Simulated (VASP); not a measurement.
Runs of VASP 6.6.1 on CsAg. The structure is that of space group F-43m (No. 216), or close to it. The cells are those of the table. 

| task | level | U | cell | k mesh | cutoff (eV) | smearing | gap on the mesh (eV) | pressure (GPa) | relaxed volume (Å³/atom) |
| --- | --- | --- | --- | --- | --- | --- | --- | --- | --- |
| single point | PBE | - | a = 6.083 Å, angles 60.0°, 2 atoms | 6 × 6 × 6 | 520 | gaussian 0.02 eV | 1.83 | 0.0 | - |
| single point | PBE | - | a = 6.031 Å, angles 60.0°, 2 atoms | 4 × 4 × 4 | 520 | gaussian 0.1 eV | 1.81 | 0.1 | - |
| relaxation of cell and atoms | PBE | - | relaxed from a = 6.031 Å, angles 60.0°, 2 atoms | 6 × 6 × 6 | 600 | gaussian 0.02 eV | 1.83 | 0.0 | (a) |
| single point | PBE+U | Ag d U = 4.0 eV | a = 6.083 Å, angles 60.0°, 2 atoms | 6 × 6 × 6 | 520 | methfessel-paxton 0.02 eV | 1.69 | 0.1 | - |
| relaxation of cell and atoms | PBE | - | relaxed from a = 4.683 Å, angles 60.0°, 2 atoms | 4 × 4 × 4 | 600 | gaussian 0.1 eV | 1.81 | 0.0 | 77.39 |

Alike in all rows: potentials or basis VASP PAW PBE potentials, release 64 (Cs_sv, Ag); no spin polarisation.

Task: Fill in the values left out.

Result: (a) 79.76.

Caveats: spin-orbit coupling is left out, which moves the levels of the heavy elements; the U is typed as a test and isn't derived for this compound (some runs); the volume moved by over 15 % at a fixed basis, so the end points are rough (some runs).

A k mesh can miss the band edges, and the runs leave out spin-orbit coupling on Ag, Cs.
